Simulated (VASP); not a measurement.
Here is a VASP 6.6.1 calculation.

Contents of INCAR:

```
PREC = Accurate ; ENCUT = 520
EDIFF = 1E-6 ; ISMEAR = 0
SIGMA = 0.05 ; LREAL = Auto
LASPH = True ; NELM = 80
ALGO = Normal ; ISIF = 2
LWAVE = False ; LCHARG = False
LDIPOL = True ; IDIPOL = 3
DIPOL = 0.5 0.5 0.500 ; GGA = PS
IBRION = 2 ; NSW = 80
EDIFFG = -0.02 ; KPAR = 4
```

File KPOINTS:

```
Automatic mesh
0
Gamma
  9 6 1
```

POSCAR

```
AlN
1.0
    3.1136926474      0.0000000000      0.0000000000
    0.0000000000      4.9834165452      0.0000000000
    0.0000000000      0.0000000000     26.6849933731
Al N
10 10
Direct
    0.0000000000      0.9984919241      0.2810568433
    0.5000000000      0.4984919241      0.3147404058
    0.5000000000      0.9984919241      0.3821075310
    0.0000000000      0.4984919241      0.4157910936
    0.0000000000      0.9984919241      0.4831582187
    0.5000000000      0.4984919241      0.5168417813
    0.5000000000      0.9984919241      0.5842089064
    0.0000000000      0.4984919241      0.6178924690
    0.0000000000      0.9984919241      0.6852595942
    0.5000000000      0.4984919241      0.7189431567
    0.0000000000      0.6165080759      0.2810568433
    0.5000000000      0.1165080759      0.3147404058
    0.5000000000      0.6165080759      0.3821075310
    0.0000000000      0.1165080759      0.4157910936
    0.0000000000      0.6165080759      0.4831582187
    0.5000000000      0.1165080759      0.5168417813
    0.5000000000      0.6165080759      0.5842089064
    0.0000000000      0.1165080759      0.6178924690
    0.0000000000      0.6165080759      0.6852595942
    0.5000000000      0.1165080759      0.7189431567
```

Potentials or basis: VASP PAW PBE potentials, release 64 (Al, N).

Run with:

```sh
$ cat potpaw_PBE.64/Al/POTCAR potpaw_PBE.64/N/POTCAR > POTCAR
$ mpirun -np 4 vasp_std > vasp.out
```

Q: What does it give for the energy gained by relaxing?

A: 49.3 meV/atom.

Q: Predict the band gap on the k mesh.

A: 2.74 eV (least direct gap 2.85 eV).

Forces on the atoms (eV/Å):
```
Al   0.000  0.006 -0.011
Al   0.000  0.006  0.003
Al   0.000  0.005  0.000
Al   0.000  0.004 -0.004
Al   0.000 -0.005  0.003
Al   0.000 -0.005 -0.003
Al   0.000  0.004  0.004
Al   0.000  0.005  0.000
Al   0.000  0.006 -0.003
Al   0.000  0.006  0.011
N    0.000 -0.011  0.011
N    0.000  0.002 -0.009
N    0.000 -0.001  0.002
N    0.000 -0.005  0.008
N    0.000  0.000  0.004
N    0.000  0.000 -0.004
N    0.000 -0.005 -0.008
N    0.000 -0.001 -0.002
N    0.000  0.002  0.009
N    0.000 -0.011 -0.011
```

Caveat: the PAW data sets were made with another functional, which shifts forces and pressure a little.
